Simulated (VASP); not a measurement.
# In (I4/mmm) in VASP: single point with r2SCAN

Aim: the single point of In with r2SCAN.

Program: VASP 6.6.1. These are calculated values, not measurements. Logs are shortened: lines on timing, memory, paths and dates and some standing lists are left out, and cuts for length are marked.

**1. The cell of the first run**

Symmetry: I4/mmm, No. 139, tetragonal system. The conventional cell has a = 2.834 Å, b = 2.834 Å, c = 4.362 Å, α = 90.00°, β = 90.00°, γ = 90.00°. Within 3.7 Å of In (site symmetry 4/mmm) lie 12 In at 2.83 to 2.96 Å.

**2. Single point, r2SCAN**

POSCAR reads:

```
In
1.0
   -1.4168393800      1.4168393800      2.1809643400
    1.4168393800     -1.4168393800      2.1809643400
    1.4168393800      1.4168393800     -2.1809643400
In
1
Direct
    0.0000000000      0.0000000000      0.0000000000
```

INCAR.step1 reads:

```
PREC     = Accurate       # precision mode
ENCUT    = 520            # plane-wave cutoff, eV
ISMEAR   = -1             # smearing method
SIGMA    = 0.1            # smearing width, eV
LREAL    = F              # projectors in reciprocal space
LASPH    = T              # aspherical terms in the spheres
NELM     = 100            # most SCF steps
NBANDS   = 12             # bands
GGA      = PE             # functional
ALGO     = Normal         # electronic algorithm
EDIFF    = 1E-4           # SCF threshold, eV
LWAVE    = T              # write WAVECAR
LCHARG   = F              # write CHGCAR
```

INCAR.step2 reads:

```
PREC     = Accurate       # precision mode
ENCUT    = 520            # plane-wave cutoff, eV
EDIFF    = 1E-7           # SCF threshold, eV
ISMEAR   = -1             # smearing method
SIGMA    = 0.1            # smearing width, eV
LREAL    = F              # projectors in reciprocal space
LASPH    = T              # aspherical terms in the spheres
NELM     = 100            # most SCF steps
ALGO     = Normal         # electronic algorithm
ISIF     = 2              # what is computed and relaxed
LWAVE    = F              # write WAVECAR
LCHARG   = F              # write CHGCAR
METAGGA  = R2SCAN         # meta-GGA
LMIXTAU  = T            
NBANDS   = 12             # bands
ISTART   = 1
```

KPOINTS reads:

```
Automatic mesh
0
Gamma
  16 16 16
```

Potentials or basis: VASP PAW PBE potentials, release 64 (In_d).

On the command line:

```bash
$ cat potpaw_PBE.64/In_d/POTCAR > POTCAR
$ cp INCAR.step1 INCAR
$ mpirun -np 1 vasp_std > vasp.out
$ cp INCAR.step2 INCAR
$ mpirun -np 1 vasp_std > vasp.out
```

OUTCAR:

```text
PREC = Accurate
   ENCUT = 520
   EDIFF = 1E-7
   ISMEAR = -1
   LREAL = F
   LASPH = T
   NELM = 100
   ISIF = 2
   METAGGA = R2SCAN
   ISTART = 1

 ion  position               nearest neighbor table
   1  0.000  0.000  0.000-

  LATTYP: Found a body centered tetragonal cell.
 ALAT       =     2.8336787600
 C/A-ratio  =     1.5393165738

  Lattice vectors:

 A1 = (  -1.4168393800,   1.4168393800,   2.1809643400)
 A2 = (   1.4168393800,  -1.4168393800,   2.1809643400)
 A3 = (   1.4168393800,   1.4168393800,  -2.1809643400)

Analysis of symmetry for initial positions (statically):
=====================================================================
 Subroutine PRICEL returns:
 Original cell was already a primitive cell.

 Routine SETGRP: Setting up the symmetry group for a
 body centered tetragonal supercell.

 Subroutine GETGRP returns: Found 16 space group operations
 (whereof 16 operations were pure point group operations)
 out of a pool of 16 trial point group operations.

The static configuration has the point symmetry D_4h.

Analysis of symmetry for dynamics (positions and initial velocities):
=====================================================================
 Subroutine PRICEL returns:
 Original cell was already a primitive cell.

 Routine SETGRP: Setting up the symmetry group for a
 body centered tetragonal supercell.

 Subroutine GETGRP returns: Found 16 space group operations
 (whereof 16 operations were pure point group operations)
 out of a pool of 16 trial point group operations.

The dynamic configuration has the point symmetry D_4h.

 Subroutine INISYM returns: Found 16 space group operations
 (whereof 16 operations are pure point group operations),
 and found     1 'primitive' translations

----------------------------------------------------------------------------------------

                                     Primitive cell

  volume of cell :      17.5126

  direct lattice vectors                    reciprocal lattice vectors
    -1.416839380  1.416839380  2.180964340     0.000000000  0.352898153  0.229256385
     1.416839380 -1.416839380  2.180964340     0.352898153  0.000000000  0.229256385
     1.416839380  1.416839380 -2.180964340     0.352898153  0.352898153  0.000000000

  length of vectors
     2.961667285  2.961667285  2.961667285     0.420827276  0.420827276  0.499073354

  position of ions in fractional coordinates (direct lattice)
     0.000000000  0.000000000  0.000000000

  ion indices of the primitive-cell ions
   primitive index   ion index
                 1           1

----------------------------------------------------------------------------------------

 KPOINTS: Automatic mesh

Automatic generation of k-mesh.
 Grid dimensions read from file:
 generate k-points for:   16   16   16

 Generating k-lattice:

  Cartesian coordinates                     Fractional coordinates (reciprocal lattice)
     0.000000000  0.022056135  0.014328524     0.062500000  0.000000000  0.000000000
     0.022056135  0.000000000  0.014328524     0.000000000  0.062500000  0.000000000
     0.022056135  0.022056135  0.000000000     0.000000000  0.000000000  0.062500000

  Length of vectors
     0.026301705  0.026301705  0.031192085

  Shift w.r.t. Gamma in fractional coordinates (k-lattice)
     0.000000000  0.000000000  0.000000000

 Subroutine IBZKPT returns following result:
 ===========================================

 Found    349 irreducible k-points:

 Following reciprocal coordinates:
            Coordinates               Weight
  0.000000  0.000000  0.000000      1.000000
  0.062500  0.000000 -0.000000      8.000000
  0.125000  0.000000 -0.000000      8.000000
  0.187500  0.000000 -0.000000      8.000000
  0.250000  0.000000 -0.000000      8.000000
  0.312500  0.000000  0.000000      8.000000
[... 16 lines left out ...]
 -0.125000  0.062500  0.000000     16.000000
 -0.062500  0.062500  0.000000      4.000000
 [... further k-points ...]
   k-points           NKPTS =    349   k-points in BZ     NKDIM =    349   number of bands    NBANDS=     12
   number of dos      NEDOS =    301   number of ions     NIONS =      1
   total plane-waves  NPLWV =  13824
   dimension x,y,z NGX =    24 NGY =   24 NGZ =   24
   dimension x,y,z NGXF=    48 NGYF=   48 NGZF=   48
   ions per type =               1
   NGX,Y,Z   is equivalent  to a cutoff of  13.47, 13.47, 13.47 a.u.
   NGXF,Y,Z  is equivalent  to a cutoff of  26.94, 26.94, 26.94 a.u.
 SYSTEM =  unknown system
   PREC   = accura    normal or accurate (medium, high low for compatibility)
   ISTART =      1    job   : 0-new  1-cont  2-samecut
   ICHARG =      0    charge: 1-file 2-atom 10-const
   ISPIN  =      1    spin polarized calculation?
   LNONCOLLINEAR =      F non collinear calculations
   LSORBIT =      F    spin-orbit coupling
   LASPH  =      T    aspherical Exc in radial PAW
   ENCUT  =  520.0 eV  38.22 Ry    6.18 a.u.   5.51  5.51  5.51*2*pi/ulx,y,z
   NELM   =    100;   NELMIN=  2; NELMDL=  0     # of ELM steps
   EDIFF  = 0.1E-06   stopping-criterion for ELM
   LREAL  =      F    real-space projection
   EDIFFG = 0.1E-05   stopping-criterion for IOM
   NSW    =      0    number of steps for IOM
   IBRION =     -1    ionic relax: 0-MD 1-quasi-New 2-CG
   NFREE  =      0    steps in history (QN), initial steepest desc. (CG)
   ISIF   =      2    stress and relaxation
   ISYM   =      2    0-nonsym 1-usesym 2-fastsym
   POTIM  = 0.5000    time-step for ionic-motion
   TEBEG  =    0.0;   TEEND  =   0.0 temperature during run
   PSTRESS=    0.0 pullay stress
   NELECT =      13.0000    total number of electrons
   NUPDOWN=      -1.0000    fix difference up-down
   EMIN   =  10.00;   EMAX   =-10.00  energy-range for DOS
   EFERMI =   0.00;   METHOD = LEGACY
   ISMEAR =    -1;   SIGMA  =   0.10  broadening in eV -4-tet -1-fermi 0-gaus
   EFERMI_NEDOS =   21; number of points for ismear=-14 and -15
   IALGO  =     38    algorithm
   IMIX   =      4    mixing-type and parameters
     AMIX     =   0.40;   BMIX     =  1.00
     AMIX_MAG =   1.60;   BMIX_MAG =  1.00
  volume/ion in A,a.u.               =      17.51       118.18
  Fermi-wavevector in a.u.,A,eV,Ry     =   1.482311  2.801162 29.895348  2.197246
  Thomas-Fermi vector in A             =   2.596113
   LORBIT       =      0    0 simple, 1 ext, 2 COOP (PROOUT), +10 PAW based schemes
   METAGGA = R2SCAN    functional components
   LHFCALC =     F    Hartree Fock is set to
   AEXX    =    0.0000 exact exchange contribution
   IVDW    =     0    specifies the selected vdW correction
   LEPSILON=     F    determine dielectric tensor
   LRPA    =     F    only Hartree local field effects (RPA)
 non-spin polarized calculation
  energy-cutoff  :      520.00
  volume of cell :       17.51
 maximum number of plane-waves:       493
 NGX is ok and might be reduce to    24
   NGX = 11   NGY = 11   NGZ = 11

 number of electron      12.9999994 magnetization

 Free energy of the ion-electron system (eV)
  ---------------------------------------------------
  ext. energy  EPLUGINS =         0.00000000
  ---------------------------------------------------
  free energy    TOTEN  =       -21.68850830 eV

  energy without entropy =      -21.67729520  energy(sigma->0) =      -21.68290175

 E-fermi :  13.5162     XC(G=0): -13.4128

 val. band max:       13.5085716316   @ k =   0.3125   0.3125   0.1875
 cond. band min:      13.5374793210   @ k =  -0.3750  -0.4375   0.1875
 fundamental gap:      0.0289076894
 Fermi energy:        13.5161871012

 k-point     1 :       0.0000    0.0000    0.0000
  band No.  band energies     occupation
      1      -3.1481      2.00000
      2      -2.8127      2.00000
      3      -2.8127      2.00000
      4      -2.5970      2.00000
      5      -2.2712      2.00000
      6      -0.3975      2.00000
      7      25.7760      0.00000
      8      28.0870      0.00000
      9      28.1403      0.00000
     10      28.1403      0.00000
     11      31.8748      0.00000
     12      31.8748      0.00000

 k-point     2 :       0.0625    0.0000   -0.0000
  band No.  band energies     occupation
      1      -3.1321      2.00000
      2      -2.8181      2.00000
      3      -2.7955      2.00000
      4      -2.5948      2.00000
      5      -2.2804      2.00000
      6      -0.2745      2.00000
      7      25.4115      0.00000
      8      26.9693      0.00000
      9      27.9180      0.00000
     10      28.0215      0.00000
     11      31.5528      0.00000
     12      32.1262      0.00000

 k-point     3 :       0.1250    0.0000   -0.0000
  band No.  band energies     occupation
      1      -3.1001      2.00000
      2      -2.8401      2.00000
      3      -2.7506      2.00000
      4      -2.5745      2.00000
      5      -2.3021      2.00000
      6       0.1032      2.00000
      7      23.3220      0.00000
      8      26.3562      0.00000
      9      27.4949      0.00000
     10      27.7436      0.00000
     11      30.6103      0.00000
     12      32.7022      0.00000

 k-point     4 :       0.1875    0.0000   -0.0000
  band No.  band energies     occupation
      1      -3.0915      2.00000
      2      -2.8830      2.00000
      3      -2.7008      2.00000
      4      -2.5054      2.00000
      5      -2.3153      2.00000
      6       0.7503      2.00000
      7      20.5595      0.00000
      8      25.9760      0.00000
      9      27.1218      0.00000
     10      27.4253      0.00000
     11      29.7998      0.00000
     12      32.6036      0.00000

 k-point     5 :       0.2500    0.0000   -0.0000
  band No.  band energies     occupation
      1      -3.1323      2.00000
      2      -2.9346      2.00000
      3      -2.6817      2.00000
      4      -2.3792      2.00000
      5      -2.2888      2.00000
      6       1.6721      2.00000
      7      17.7801      0.00000
      8      25.2873      0.00000
      9      26.8782      0.00000
     10      27.1300      0.00000
     11      29.2390      0.00000
     12      32.4005      0.00000
[... 228 lines left out ...]
      1      -3.0756      2.00000
      2      -2.9136      2.00000
      3      -2.6825      2.00000
      4      -2.4504      2.00000
      5      -2.3107      2.00000
      6       1.4904      2.00000
      7      18.6927      0.00000
      8      24.5068      0.00000
      9      25.7273      0.00000
     10      29.2034      0.00000
     11      30.2619      0.00000
     12      30.5078      0.00000

 k-point    22 :      -0.1875    0.0625    0.0000
  band No.  band energies     occupation
      1      -3.0310      2.00000
      2      -2.8947      2.00000
      3      -2.7105      2.00000
      4      -2.5229      2.00000
      5      -2.3475      2.00000
      6       0.6466      2.00000
      7      21.4858      0.00000
      8      25.2376      0.00000
      9      25.9406      0.00000
     10      28.8463      0.00000
     11      30.7738      0.00000
     12      31.5426      0.00000

 k-point    23 :      -0.1250    0.0625    0.0000
  band No.  band energies     occupation
      1      -3.0527      2.00000
      2      -2.8724      2.00000
      3      -2.7528      2.00000
      4      -2.5667      2.00000
      5      -2.3258      2.00000
      6       0.0774      2.00000
      7      24.1681      0.00000
      8      25.9106      0.00000
      9      26.3638      0.00000
     10      28.0245      0.00000
     11      31.5269      0.00000
     12      32.5222      0.00000

 k-point    24 :      -0.0625    0.0625    0.0000
  band No.  band energies     occupation
      1      -3.1028      2.00000
      2      -2.8433      2.00000
      3      -2.7869      2.00000
      4      -2.5839      2.00000
      5      -2.2959      2.00000
      6      -0.2251      2.00000
      7      25.4753      0.00000
      8      27.1211      0.00000
      9      27.1371      0.00000
     10      27.5481      0.00000
     11      31.7916      0.00000
     12      32.4857      0.00000

 [... further k-points ...]

------------------------ aborting loop because EDIFF is reached ----------------------------------------

  FORCE on cell =-STRESS in cart. coord.  units (eV):
  Direction    XX          YY          ZZ          XY          YZ          ZX
  --------------------------------------------------------------------------------------
  -------------------------------------------------------------------------------------
  Total        5.3730027      5.3730027      5.2473339      0.0000000      0.0000000      0.0000000
  in kB      491.5614803    491.5614803    480.0643881      0.0000000      0.0000000      0.0000000
  external PRESSURE =     487.7291162 kB  Pullay stress =       0.0000000 kB

 VOLUME and BASIS-vectors are now :
 -----------------------------------------------------------------------------
  energy-cutoff  :      520.00
  volume of cell :       17.51
      direct lattice vectors                 reciprocal lattice vectors
    -1.416839380  1.416839380  2.180964340     0.000000000  0.352898153  0.229256385
     1.416839380 -1.416839380  2.180964340     0.352898153  0.000000000  0.229256385
     1.416839380  1.416839380 -2.180964340     0.352898153  0.352898153  0.000000000

 POSITION                                       TOTAL-FORCE (eV/Angst)
 -----------------------------------------------------------------------------------
      0.00000      0.00000      0.00000         0.000000      0.000000      0.000000
 -----------------------------------------------------------------------------------
    total drift:                                0.000000      0.000000     -0.000000

  FREE ENERGIE OF THE ION-ELECTRON SYSTEM (eV)
  ---------------------------------------------------
  free  energy   TOTEN  =       -21.6885082977 eV

  energy  without entropy=      -21.6772951972  energy(sigma->0) =      -21.68290175
```

Wall time 2.9 min (1 thread of Intel Xeon Platinum 8375C at 2.90GHz (Ice Lake), shared host); peak memory 0.2 GiB.

What came out:

| Property | Result |
| --- | --- |
| Free energy | -21.6885 eV |
| Pressure | 48.8 GPa |

Caveat: the PAW data sets were made with another functional, which shifts forces and pressure a little; spin-orbit coupling is left out, which moves the levels of the heavy elements.
